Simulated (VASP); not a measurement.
Ni:

```xyz
1
Lattice="0.0000 1.7810 1.7810 1.7810 0.0000 1.7810 1.7810 1.7810 0.0000" Properties=species:S:1:pos:R:3 pbc="T T T"
Ni    0.0000    0.0000    0.0000
```

Base run:

```yaml
Program: VASP 6.6.1
Functional: LDA
Potentials_or_basis: VASP PAW LDA potentials, release 64 (Ni)
Cutoff: 520 eV
k_mesh: 15 × 15 × 15
Occupations: gaussian, width 0.05 eV
Spin: collinear spin, ferromagnetic start
Starting_moments: "[0.97] μB"
Fixed_moment: 0.97 μB
Hubbard_terms: Ni d U = 4.2 eV
```

Its results: pressure -25.1 GPa; site moments Ni +0.98 μB.

**Question.** After a change of settings the same cell gave: pressure -27.9 GPa; site moments Ni +0.76 μB. Which change was it?
A. potentials or basis from VASP PAW LDA potentials, release 64 (Ni) to VASP PAW LDA potentials, release 64 (Ni_sv_GW); cutoff from 520 eV to 590 eV; further incar settings from ALGO = Normal; EDIFF = 1e-06; NBANDS = 15 to ALGO = Normal; EDIFF = 1e-06; NBANDS = 19; valence electrons from 10 to 18
B. fixed moment from 0.97 μB to 1.21 μB; moments at the start from [0.97] to [1.21]
C. fixed moment from 0.97 μB to 0.49 μB; moments at the start from [0.97] to [0.49]
D. fixed moment from 0.97 μB to 0.73 μB; moments at the start from [0.97] to [0.73]

**Answer.** D.

Caveats: the total moment is fixed, so each spin has its own Fermi level; the U is typed as a test and isn't derived for this compound.
